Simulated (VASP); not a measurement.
# TiSiTe4 (P6mm) in VASP: further runs

The runs below take TiSiTe4 through single point, with PBE.

Program: VASP 6.6.1. These are calculated values, not measurements. Logs are shortened: lines on timing, memory, paths and dates and some standing lists are left out, and cuts for length are marked.

## (1) The cell of the first run

It takes space group P6mm (No. 183, hexagonal). The conventional cell has a = 4.344 Å, b = 4.344 Å, c = 10.001 Å, α = 90.00°, β = 90.00°, γ = 120.00°. Ti (site symmetry 6mm) has 6 Te at 2.58 Å within 3.4 Å. Within 3.3 Å of Si (site symmetry 6mm) lie 6 Te at 2.51 Å. Within 3.3 Å of Te (site symmetry 3m) lie 3 Te at 2.51 Å and 3 Si at 2.51 Å. Te (site symmetry 3m) has 3 Te at 2.51 Å and 3 Ti at 2.58 Å within 3.3 Å.

## (2) Single point, PBE

INCAR

```
PREC     = Accurate       # precision mode
ENCUT    = 520            # plane-wave cutoff, eV
EDIFF    = 1E-6           # SCF threshold, eV
ISMEAR   = 0              # smearing method
SIGMA    = 0.1            # smearing width, eV
LREAL    = F              # projectors in reciprocal space
LASPH    = T              # aspherical terms in the spheres
NELM     = 80             # most SCF steps
ALGO     = Normal         # electronic algorithm
ISIF     = 2              # what is computed and relaxed
LWAVE    = F              # write WAVECAR
LCHARG   = F              # write CHGCAR
GGA      = PE             # functional
NBANDS   = 29             # bands
```

KPOINTS

```
regular mesh
0
Gamma
  6 6 2
```

POSCAR

```
TiSiTe4
1.0
    4.3443409700      0.0000000000      0.0000000000
   -2.1721704800      3.7623096400      0.0000000000
    0.0000000000      0.0000000000     10.0011608500
Ti Si Te
1 1 4
Direct
    0.0000000000      0.0000000000      0.8736953100
    0.0000000000      0.0000000000      0.4404636000
    0.3333333300      0.6666666700      0.4232875200
    0.6666666700      0.3333333300      0.4232875200
    0.3333333300      0.6666666700      0.9329338500
    0.6666666700      0.3333333300      0.9329338500
```

Potentials or basis: VASP PAW PBE potentials, release 64 (Ti_sv, Si, Te).

The run is started by

```
> cat potpaw_PBE.64/Ti_sv/POTCAR potpaw_PBE.64/Si/POTCAR potpaw_PBE.64/Te/POTCAR > POTCAR
> mpirun -np 1 vasp_std > vasp.out
```

OUTCAR:

```text
PREC = Accurate
   ENCUT = 520
   EDIFF = 1E-6
   ISMEAR = 0
   LREAL = F
   LASPH = T
   NELM = 80
   ISIF = 2
   GGA = PE

 ion  position               nearest neighbor table
   1  0.000  0.000  0.874-   5 2.58   6 2.58   5 2.58   6 2.58   6 2.58   5 2.58
   2  0.000  0.000  0.440-   3 2.51   4 2.51   3 2.51   4 2.51   4 2.51   3 2.51
   3  0.333  0.667  0.423-   4 2.51   4 2.51   4 2.51   2 2.51   2 2.51   2 2.51
   4  0.667  0.333  0.423-   3 2.51   3 2.51   3 2.51   2 2.51   2 2.51   2 2.51
   5  0.333  0.667  0.933-   6 2.51   6 2.51   6 2.51   1 2.58   1 2.58   1 2.58
   6  0.667  0.333  0.933-   5 2.51   5 2.51   5 2.51   1 2.58   1 2.58   1 2.58

  LATTYP: Found a hexagonal cell.
 ALAT       =     4.3443409700
 C/A-ratio  =     2.3021123156

  Lattice vectors:

 A1 = (   4.3443409700,   0.0000000000,   0.0000000000)
 A2 = (  -2.1721704800,   3.7623096400,   0.0000000000)
 A3 = (   0.0000000000,   0.0000000000,  10.0011608500)

Analysis of symmetry for initial positions (statically):
=====================================================================
 Subroutine PRICEL returns:
 Original cell was already a primitive cell.

 Routine SETGRP: Setting up the symmetry group for a
 hexagonal supercell.

 Subroutine GETGRP returns: Found 12 space group operations
 (whereof 12 operations were pure point group operations)
 out of a pool of 24 trial point group operations.

The static configuration has the point symmetry C_6v.

Analysis of symmetry for dynamics (positions and initial velocities):
=====================================================================
 Subroutine PRICEL returns:
 Original cell was already a primitive cell.

 Routine SETGRP: Setting up the symmetry group for a
 hexagonal supercell.

 Subroutine GETGRP returns: Found 12 space group operations
 (whereof 12 operations were pure point group operations)
 out of a pool of 24 trial point group operations.

The dynamic configuration has the point symmetry C_6v.

 Subroutine INISYM returns: Found 12 space group operations
 (whereof 12 operations are pure point group operations),
 and found     1 'primitive' translations

----------------------------------------------------------------------------------------

                                     Primitive cell

  volume of cell :     163.4665

  direct lattice vectors                    reciprocal lattice vectors
[... 86 lines left out ...]
   EDIFFG = 0.1E-04   stopping-criterion for IOM
   NSW    =      0    number of steps for IOM
   IBRION =     -1    ionic relax: 0-MD 1-quasi-New 2-CG
   NFREE  =      0    steps in history (QN), initial steepest desc. (CG)
   ISIF   =      2    stress and relaxation
   ISYM   =      2    0-nonsym 1-usesym 2-fastsym
   POTIM  = 0.5000    time-step for ionic-motion
   TEBEG  =    0.0;   TEEND  =   0.0 temperature during run
   PSTRESS=    0.0 pullay stress
   NELECT =      40.0000    total number of electrons
   NUPDOWN=      -1.0000    fix difference up-down
   EMIN   =  10.00;   EMAX   =-10.00  energy-range for DOS
   EFERMI =   0.00;   METHOD = LEGACY
   ISMEAR =     0;   SIGMA  =   0.10  broadening in eV -4-tet -1-fermi 0-gaus
   EFERMI_NEDOS =   21; number of points for ismear=-14 and -15
   IALGO  =     38    algorithm
   IMIX   =      4    mixing-type and parameters
     AMIX     =   0.40;   BMIX     =  1.00
     AMIX_MAG =   1.60;   BMIX_MAG =  1.00
  volume/ion in A,a.u.               =      27.24       183.85
  Fermi-wavevector in a.u.,A,eV,Ry     =   1.023965  1.935014 14.265774  1.048505
  Thomas-Fermi vector in A             =   2.157727
   LORBIT       =      0    0 simple, 1 ext, 2 COOP (PROOUT), +10 PAW based schemes
   GGA     = PE    functional components
   LHFCALC =     F    Hartree Fock is set to
   AEXX    =    0.0000 exact exchange contribution
   IVDW    =     0    specifies the selected vdW correction
   LEPSILON=     F    determine dielectric tensor
   LRPA    =     F    only Hartree local field effects (RPA)
 non-spin polarized calculation
 Gauss-broadening in eV      SIGMA  =   0.10
  energy-cutoff  :      520.00
  volume of cell :      163.47
 maximum number of plane-waves:      4426
   NGX = 17   NGY = 17   NGZ = 37

 number of electron      39.9999996 magnetization

 Free energy of the ion-electron system (eV)
  ---------------------------------------------------
  ext. energy  EPLUGINS =         0.00000000
  ---------------------------------------------------
  free energy    TOTEN  =       -11.56402160 eV

  energy without entropy =      -11.51671762  energy(sigma->0) =      -11.54036961

 E-fermi :   7.3514     XC(G=0):  -8.9619

 val. band max:        7.3216735022   @ k =   0.3333   0.3333   0.5000
 cond. band min:       7.3671986864   @ k =   0.3333   0.1667   0.5000
 fundamental gap:      0.0455251842
 Fermi energy:         7.3513744878

 k-point     1 :       0.0000    0.0000    0.0000
  band No.  band energies     occupation
      1     -49.5099      2.00000
      2     -25.9789      2.00000
      3     -25.8926      2.00000
      4     -25.8926      2.00000
      5     -10.3376      2.00000
      6      -9.3496      2.00000
[... 437 lines left out ...]
     28      12.3452      0.00000
     29      12.3452      0.00000

------------------------ aborting loop because EDIFF is reached ----------------------------------------

  FORCE on cell =-STRESS in cart. coord.  units (eV):
  Direction    XX          YY          ZZ          XY          YZ          ZX
  --------------------------------------------------------------------------------------
  -------------------------------------------------------------------------------------
  Total       73.3985170     73.3985169     -0.7812049      0.0000001     -0.0000000      0.0000000
  in kB      719.3976520    719.3976510     -7.6567890      0.0000010     -0.0000000      0.0000000
  external PRESSURE =     477.0461713 kB  Pullay stress =       0.0000000 kB

 VOLUME and BASIS-vectors are now :
 -----------------------------------------------------------------------------
  energy-cutoff  :      520.00
  volume of cell :      163.47
      direct lattice vectors                 reciprocal lattice vectors
     4.344340970  0.000000000  0.000000000     0.230184511  0.132897089  0.000000000
    -2.172170480  3.762309640  0.000000000     0.000000000  0.265794178  0.000000000
     0.000000000  0.000000000 10.001160850     0.000000000  0.000000000  0.099988393

 POSITION                                       TOTAL-FORCE (eV/Angst)
 -----------------------------------------------------------------------------------
      0.00000      0.00000      8.73797        -0.000000      0.000000     -1.961454
      0.00000      0.00000      4.40515         0.000000     -0.000000      1.403319
     -0.00000      2.50821      4.23337        -0.000000     -0.000000     -0.562288
      2.17217      1.25410      4.23337         0.000000      0.000000     -0.562288
     -0.00000      2.50821      9.33042         0.000000     -0.000000      0.841356
      2.17217      1.25410      9.33042        -0.000000      0.000000      0.841356
 -----------------------------------------------------------------------------------
    total drift:                               -0.000000     -0.000000      0.000099

  FREE ENERGIE OF THE ION-ELECTRON SYSTEM (eV)
  ---------------------------------------------------
  free  energy   TOTEN  =       -11.5640215978 eV

  energy  without entropy=      -11.5167176203  energy(sigma->0) =      -11.54036961
```

OSZICAR:

```text
N       E                     dE             d eps       ncg     rms          rms(c)
DAV:   1     0.325048223699E+03    0.32505E+03   -0.17014E+04   812   0.122E+03
DAV:   2     0.205383544670E+02   -0.30451E+03   -0.29438E+03   929   0.297E+02
DAV:   3    -0.107134204882E+02   -0.31252E+02   -0.30508E+02  1294   0.856E+01
DAV:   4    -0.131326215735E+02   -0.24192E+01   -0.23942E+01  1230   0.204E+01
[... 20 lines left out ...]
DAV:  25    -0.115640713708E+02    0.26086E-04   -0.15723E-04   906   0.501E-02    0.825E-02
DAV:  26    -0.115640630308E+02    0.83400E-05   -0.70296E-05   951   0.234E-02    0.652E-02
DAV:  27    -0.115640227368E+02    0.40294E-04   -0.23130E-04  1071   0.698E-02    0.249E-02
DAV:  28    -0.115640218733E+02    0.86345E-06   -0.13649E-05   953   0.197E-02    0.132E-02
DAV:  29    -0.115640215978E+02    0.27549E-06   -0.15364E-06   639   0.665E-03
   1 F= -.11564022E+02 E0= -.11540370E+02  d E =-.473040E-01
```

Run time: 2.4 min. Hardware: 1 thread of Intel Xeon Platinum 8259CL at 2.50GHz (Skylake/Cascade Lake), shared host; peak memory 0.3 GiB.

Results:

```yaml
Free_energy: -11.5640 eV
Pressure: 47.7 GPa
Largest_force: 1.961 eV/Å
Band_gap_on_the_k_mesh: zero (band 20 reaches 7.93 eV, above the bottom of band 21 at 7.14 eV)
```

Forces on the atoms (eV/Å):
```
Ti   0.000  0.000 -1.961
Si   0.000  0.000  1.403
Te   0.000  0.000 -0.562
Te   0.000  0.000 -0.562
Te   0.000  0.000  0.841
Te   0.000  0.000  0.841
```

Levels at points of the mesh, in eV from the Fermi level:
| k point | band 18 | band 19 | band 20 | band 21 | band 22 | band 23 |
| --- | --- | --- | --- | --- | --- | --- |
| (0.00, 0.00, 0.00) | -1.98 | -1.98 | -0.44 | 0.88 | 1.33 | 1.49 |
| (0.50, 0.00, 0.00) | 0.06 | 0.23 | 0.40 | 0.86 | 1.50 | 1.74 |
| (0.00, 0.00, 0.50) | -1.98 | -1.98 | -0.15 | 1.03 | 1.17 | 1.48 |
| (0.50, 0.00, 0.50) | 0.02 | 0.24 | 0.57 | 0.97 | 1.50 | 1.66 |

Caveat: spin-orbit coupling is left out, which moves the levels of the heavy elements; this functional lacks dispersion, which binds the layers, so the pressure and a relaxed spacing across them are unreliable; forces of over 1 eV/Å act on the atoms, so gaps and moduli don't describe the material at rest.

## (3) Single point, PBE

This run uses another cell than the first one, of 30.83 Å³/atom, 1.132 times its volume.

INCAR

```
PREC     = Accurate       # precision mode
ENCUT    = 520            # plane-wave cutoff, eV
EDIFF    = 1E-6           # SCF threshold, eV
ISMEAR   = 0              # smearing method
SIGMA    = 0.1            # smearing width, eV
LREAL    = False          # projectors in reciprocal space
LASPH    = True           # aspherical terms in the spheres
NELM     = 60             # most SCF steps
ALGO     = Normal         # electronic algorithm
ISIF     = 2              # what is computed and relaxed
LWAVE    = False          # write WAVECAR
LCHARG   = False          # write CHGCAR
GGA      = PE             # functional
NBANDS   = 29             # bands
```

KPOINTS

```
Automatic mesh
0
Gamma
  6 6 2
```

POSCAR

```
TiSiTe4
1.0
    5.1474844273     -0.0000000034      0.0000000000
   -2.5737422107      4.4578522814      0.0000000000
    0.0000000000      0.0000000000      8.0607975066
Ti Si Te
1 1 4
Direct
    0.0000000000      0.0000000000      0.8618358420
    0.0000000000      0.0000000000      0.5425662963
    0.3333333333      0.6666666667      0.4216644133
    0.6666666667      0.3333333333      0.4216644133
    0.3333333333      0.6666666667      0.8894353425
    0.6666666667      0.3333333333      0.8894353425
```

Potentials or basis: VASP PAW PBE potentials, release 64 (Ti_sv, Si, Te).

The run is started by

```
> cat potpaw_PBE.64/Ti_sv/POTCAR potpaw_PBE.64/Si/POTCAR potpaw_PBE.64/Te/POTCAR > POTCAR
> mpirun -np 1 vasp_std > vasp.out
```

Wall time 1.9 min (1 thread of Intel Xeon Platinum 8259CL at 2.50GHz (Skylake/Cascade Lake), shared host); peak memory 0.33 GiB.

The run converged. Its results:

```
Free energy            : -24.0500 eV
Pressure               : 0.2 GPa
Largest force          : 0.006 eV/Å
Band gap on the k mesh : zero (band 20 reaches 5.95 eV, above the bottom of band 21 at 4.82 eV)
```

Forces on the atoms (eV/Å):
```
Ti   0.000  0.000  0.006
Si   0.000  0.000 -0.003
Te   0.000  0.000 -0.006
Te   0.000  0.000 -0.006
Te   0.000  0.000  0.004
Te   0.000  0.000  0.004
```

Stress tensor (GPa, compression positive):
```
0.23 0.00 0.00
0.00 0.23 0.00
0.00 0.00 0.01
```

Levels at points of the mesh, in eV from the Fermi level:
```csv
k point,band 17,band 18,band 19,band 20,band 21,band 22,band 23,band 24
"(0.00, 0.00, 0.00)",-1.87,-1.16,-1.16,-0.82,-0.80,0.30,0.30,1.45
"(0.50, 0.00, 0.00)",-1.03,-0.25,-0.09,0.24,0.37,0.69,0.91,1.19
"(0.00, 0.00, 0.50)",-2.56,-1.22,-1.22,-0.76,-0.20,0.35,0.35,0.60
"(0.50, 0.00, 0.50)",-1.09,-1.02,-0.16,0.33,0.41,0.66,0.89,1.18
```

Caveat: the k points lie up to 0.39 Å⁻¹ apart; spin-orbit coupling is left out, which moves the levels of the heavy elements; this functional lacks dispersion, which binds the layers, so the pressure and a relaxed spacing across them are unreliable.
